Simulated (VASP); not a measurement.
# Al2Cu in VASP: notebook

The runs below take Al2Cu through relaxation of cell and atoms, with PBEsol.

Everything below comes from runs of VASP 6.6.1. Logs are shortened: lines on timing, memory, paths and dates and some standing lists are left out, and cuts for length are marked.

## Step 1: The cell of the first run

Symmetry: Fm-3m, No. 225, cubic system. Conventional cell: a = 5.406 Å, b = 5.406 Å, c = 5.406 Å, α = 90.00°, β = 90.00°, γ = 90.00°. Al (site symmetry -43m) has 4 Cu at 2.34 Å and 6 Al at 2.70 Å within 3.1 Å. Within 3.1 Å of Cu (site symmetry m-3m) lie 8 Al at 2.34 Å.

## Step 2: Relaxation of cell and atoms, PBEsol, target pressure 25 GPa, at which the enthalpy is minimised

File INCAR:

```
SYSTEM = Al2Cu
PREC = Accurate
ENCUT = 600
EDIFF = 1E-7
ISMEAR = 0
SIGMA = 0.1
LREAL = .FALSE.
LASPH = .TRUE.
NELM = 60
ALGO = Fast
ISIF = 3
LWAVE = .FALSE.
LCHARG = .FALSE.
GGA = PS
IBRION = 2
NSW = 70
EDIFFG = -0.008
PSTRESS = 250.0
```

File KPOINTS:

```
regular mesh
0
G
  16 16 16
  0 0 0
```

File POSCAR:

```
Al2Cu
1.0
   -1.9112479520      1.9112479520      2.7029092974
    1.9112479520     -1.9112479520      2.7029092974
    1.9112479520      1.9112479520     -2.7029092974
Al Cu
2 1
Direct
    0.7500000000      0.2500000000      0.5000000000
    0.2500000000      0.7500000000      0.5000000000
    0.5000000000      0.5000000000      0.0000000000
```

Potentials or basis: VASP PAW PBE potentials, release 64 (Al, Cu).

The run is started by

```
> cat potpaw_PBE.64/Al/POTCAR potpaw_PBE.64/Cu/POTCAR > POTCAR
> mpirun -np 1 vasp_std > vasp.out
```

OUTCAR:

```text
SYSTEM = Al2Cu
   PREC = Accurate
   ENCUT = 600
   EDIFF = 1E-7
   ISMEAR = 0
   LREAL = .FALSE.
   LASPH = .TRUE.
   NELM = 60
   ISIF = 3
   GGA = PS
   IBRION = 2
   NSW = 70
   EDIFFG = -0.008
   PSTRESS = 250.0

 ion  position               nearest neighbor table
   1  0.750  0.250  0.500-   3 2.34   3 2.34   3 2.34   3 2.34   2 2.70   2 2.70   2 2.70   2 2.70
                             2 2.70   2 2.70
   2  0.250  0.750  0.500-   3 2.34   3 2.34   3 2.34   3 2.34   1 2.70   1 2.70   1 2.70   1 2.70
                             1 2.70   1 2.70
   3  0.500  0.500  0.000-   2 2.34   1 2.34   1 2.34   2 2.34   1 2.34   2 2.34   2 2.34   1 2.34

  LATTYP: Found a face centered cubic cell.
 ALAT       =     5.4058220722

  Lattice vectors:

 A1 = (   1.9112479520,  -1.9112479520,  -2.7029092974)
 A2 = (   1.9112479520,   1.9112479520,  -2.7029092974)
 A3 = (   3.8224959040,  -0.0000000000,   0.0000000000)

Analysis of symmetry for initial positions (statically):
=====================================================================
 Subroutine PRICEL returns:
 Original cell was already a primitive cell.

 Routine SETGRP: Setting up the symmetry group for a
 face centered cubic supercell.

 Subroutine GETGRP returns: Found 48 space group operations
 (whereof 48 operations were pure point group operations)
 out of a pool of 48 trial point group operations.

The static configuration has the point symmetry O_h .

Analysis of symmetry for dynamics (positions and initial velocities):
=====================================================================
 Subroutine PRICEL returns:
 Original cell was already a primitive cell.

 Routine SETGRP: Setting up the symmetry group for a
 face centered cubic supercell.

 Subroutine GETGRP returns: Found 48 space group operations
 (whereof 48 operations were pure point group operations)
 out of a pool of 48 trial point group operations.

The dynamic configuration has the point symmetry O_h .

 Subroutine INISYM returns: Found 48 space group operations
 (whereof 48 operations are pure point group operations),
 and found     1 'primitive' translations

----------------------------------------------------------------------------------------

                                     Primitive cell

  volume of cell :      39.4935

  direct lattice vectors                    reciprocal lattice vectors
    -1.911247952  1.911247952  2.702909297     0.000000000  0.261609175  0.184985860
     1.911247952 -1.911247952  2.702909297     0.261609175  0.000000000  0.184985860
     1.911247952  1.911247952 -2.702909297     0.261609175  0.261609175  0.000000000

  length of vectors
     3.822493445  3.822493445  3.822493445     0.320404633  0.320404633  0.369971243

  position of ions in fractional coordinates (direct lattice)
     0.750000000  0.250000000  0.500000000
     0.250000000  0.750000000  0.500000000
     0.500000000  0.500000000  0.000000000

  ion indices of the primitive-cell ions
   primitive index   ion index
                 1           1
                 2           2
                 3           3

----------------------------------------------------------------------------------------

 KPOINTS: regular mesh

Automatic generation of k-mesh.
 Grid dimensions read from file:
 generate k-points for:   16   16   16

 Generating k-lattice:

  Cartesian coordinates                     Fractional coordinates (reciprocal lattice)
     0.000000000  0.016350573  0.011561616     0.062500000 -0.000000000  0.000000000
     0.016350573  0.000000000  0.011561616    -0.000000000  0.062500000  0.000000000
     0.016350573  0.016350573  0.000000000     0.000000000  0.000000000  0.062500000

  Length of vectors
     0.020025290  0.020025290  0.023123203

  Shift w.r.t. Gamma in fractional coordinates (k-lattice)
     0.000000000  0.000000000  0.000000000

 Subroutine IBZKPT returns following result:
 ===========================================

 Found    145 irreducible k-points:

 Following reciprocal coordinates:
[... 40 lines left out ...]
  Thomas-Fermi vector in A             =   2.370711
   LORBIT       =      0    0 simple, 1 ext, 2 COOP (PROOUT), +10 PAW based schemes
   GGA     = PS    functional components
   LHFCALC =     F    Hartree Fock is set to
   AEXX    =    0.0000 exact exchange contribution
   IVDW    =     0    specifies the selected vdW correction
   LEPSILON=     F    determine dielectric tensor
   LRPA    =     F    only Hartree local field effects (RPA)
 conjugate gradient relaxation of ions
 non-spin polarized calculation
 RMM-DIIS sequential band-by-band and
 Gauss-broadening in eV      SIGMA  =   0.10
  energy-cutoff  :      600.00
  volume of cell :       39.49
 maximum number of plane-waves:      1363
   NGX = 15   NGY = 15   NGZ = 15

--------------------------------------- Ionic step        1  -------------------------------------------

 number of electron      17.0000008 magnetization

 Free energy of the ion-electron system (eV)
  ---------------------------------------------------
  ext. energy  EPLUGINS =         0.00000000
  ---------------------------------------------------
  free energy    TOTEN  =       -12.47707367 eV

  energy without entropy =      -12.47331397  energy(sigma->0) =      -12.47519382

------------------------ aborting loop because EDIFF is reached ----------------------------------------

  FORCE on cell =-STRESS in cart. coord.  units (eV):
  Direction    XX          YY          ZZ          XY          YZ          ZX
  --------------------------------------------------------------------------------------
  -------------------------------------------------------------------------------------
  Total        6.5597363      6.5597363      6.5597194      0.0000000      0.0000000      0.0000000
  in kB      266.1162746    266.1162746    266.1155898      0.0000000      0.0000000      0.0000000
  external PRESSURE =      16.1160463 kB  Pullay stress =     250.0000000 kB
[... 141 lines left out ...]
  enthalpy is  TOTEN    =        -6.3161105119 eV   P V=        6.2137927255

--------------------------------------- Ionic step        5  -------------------------------------------

 number of electron      17.0000009 magnetization

 Free energy of the ion-electron system (eV)
  ---------------------------------------------------
  ext. energy  EPLUGINS =         0.00000000
  ---------------------------------------------------
  free energy    TOTEN  =       -12.52824071 eV

  energy without entropy =      -12.52447638  energy(sigma->0) =      -12.52635855

 E-fermi :   8.9039     XC(G=0): -11.3454

 val. band max:        8.8993105398   @ k =  -0.3125   0.1250  -0.0000
 cond. band min:       8.9109110700   @ k =   0.2500   0.1875   0.0625
 fundamental gap:      0.0116005301
 Fermi energy:         8.9039258429

 k-point     1 :       0.0000    0.0000    0.0000
  band No.  band energies     occupation
      1      -2.4963      2.00000
      2       3.5593      2.00000
      3       3.5593      2.00000
      4       3.5593      2.00000
      5       4.2125      2.00000
      6       4.2125      2.00000
      7      11.8267      0.00000
      8      11.8267      0.00000
      9      11.8267      0.00000
     10      12.4509      0.00000
     11      12.4509      0.00000
     12      12.4509      0.00000
[... 331 lines left out ...]
 k-point    24 :      -0.0625    0.0625    0.0000
  band No.  band energies     occupation
      1      -2.4169      2.00000
      2       3.5384      2.00000
      3       3.5725      2.00000
      4       3.5725      2.00000
      5       4.1959      2.00000
      6       4.2208      2.00000
      7      10.9560      0.00000
      8      10.9560      0.00000
      9      11.5593      0.00000
     10      12.1961      0.00000
     11      13.4352      0.00000
     12      13.4352      0.00000

 [... further k-points ...]

------------------------ aborting loop because EDIFF is reached ----------------------------------------

  FORCE on cell =-STRESS in cart. coord.  units (eV):
  Direction    XX          YY          ZZ          XY          YZ          ZX
  --------------------------------------------------------------------------------------
  -------------------------------------------------------------------------------------
  Total        6.2101261      6.2101261      6.2101088     -0.0000000     -0.0000000      0.0000000
  in kB      249.9195702    249.9195702    249.9188705     -0.0000000     -0.0000000      0.0000000
  external PRESSURE =      -0.0806630 kB  Pullay stress =     250.0000000 kB
[... 18 lines left out ...]
  FREE ENERGIE OF THE ION-ELECTRON SYSTEM (eV)
  ---------------------------------------------------
  free  energy   TOTEN  =       -12.5282407114 eV

  energy  without entropy=      -12.5244763797  energy(sigma->0) =      -12.52635855

  enthalpy is  TOTEN    =        -6.3161160090 eV   P V=        6.2121247025

 reached required accuracy - stopping structural energy minimisation
```

Wall time 8.6 min (1 thread of Intel Xeon 8259CL, shared host); peak memory 0.26 GiB.

Results:

```
Free energy                                                : -12.5282 eV
Relaxed volume                                             : 13.27 Å³/atom
Relaxed cell                                               : a = 3.833 Å, b = 3.833 Å, c = 3.833 Å, α = 120.00°, β = 120.00°, γ = 90.00°
Space group after relaxing (to 0.1 Å)                      : Fm-3m (No. 225)
Energy change on relaxing (the run minimises the enthalpy) : -17.1 meV/atom
Ionic steps                                                : 5
Pressure after relaxing                                    : 25.0 GPa
Band gap on the k mesh                                     : zero (an odd number of electrons rules out a gap without spin polarisation)
```

Step by step:
```
step  energy change (eV)  largest force (eV/Å)  pressure (GPa)  volume (Å³)
   1              0.0000                0.0000           26.61        39.49
   2             -0.1172                0.0000           22.73        40.26
   3             -0.0498                0.0000           25.10        39.80
   4             -0.0528                0.0000           24.87        39.82
   5             -0.0512                0.0000           24.99        39.81
```

Final structure:
```yaml
crystal:
  lattice:
    - [-1.91637, 1.91637, 2.71015]
    - [1.91637, -1.91637, 2.71015]
    - [1.91637, 1.91637, -2.71015]
  atoms:
    - { symbol: Al, position: [0.75000, 0.25000, 0.50000] }
    - { symbol: Al, position: [0.25000, 0.75000, 0.50000] }
    - { symbol: Cu, position: [0.50000, 0.50000, 0.00000] }
```

Levels at points of the mesh, in eV from the Fermi level:
```csv
k point,band 5,band 6,band 7,band 8,band 9,band 10,band 11,band 12
"(0.00, 0.00, 0.00)",-4.69,-4.69,2.92,2.92,2.92,3.55,3.55,3.55
"(0.50, 0.00, 0.00)",-4.60,-4.60,-4.58,0.62,0.62,3.30,3.30,4.96
"(0.50, 0.50, 0.00)",-4.74,-4.47,-4.27,-2.30,-2.30,1.07,1.41,9.50
```

Caveat: the cell is relaxed towards a set pressure, so the run minimises the enthalpy, not the energy; the PAW data sets were made with another functional, which shifts forces and pressure a little.

[end of part 1 of 2]

The gap in the log of VASP goes by the Fermi energy; the results here count the filled bands.